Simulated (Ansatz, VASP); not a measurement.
Two plane-wave programs on GaN

```
Ga N
1.0
     0.00000    2.21530    2.21530
     2.21530    0.00000    2.21530
     2.21530    2.21530    0.00000
Ga N
1 1
Direct
  0.00000 0.00000 0.00000
  0.75000 0.75000 0.75000
```

Alike in both runs: task single point; functional PBEsol; k mesh 7 × 7 × 7; no spin polarisation.

|  | VASP | Ansatz |
| --- | --- | --- |
| version | VASP 6.6.1 | Ansatz 0.2.0 |
| potentials or method | VASP PAW PBE potentials, release 64 (Ga_d, N), cutoff 520 eV | plane waves, PAW |
| occupations | gaussian, width 0.01 eV | fixed |
| valence electrons in the cell | 18 | 18 |

```csv
,VASP,Ansatz,Ansatz less VASP
pressure (GPa),9.2,9.4,+0.25
```

VASP's potentials were made for PBE, not for PBEsol.
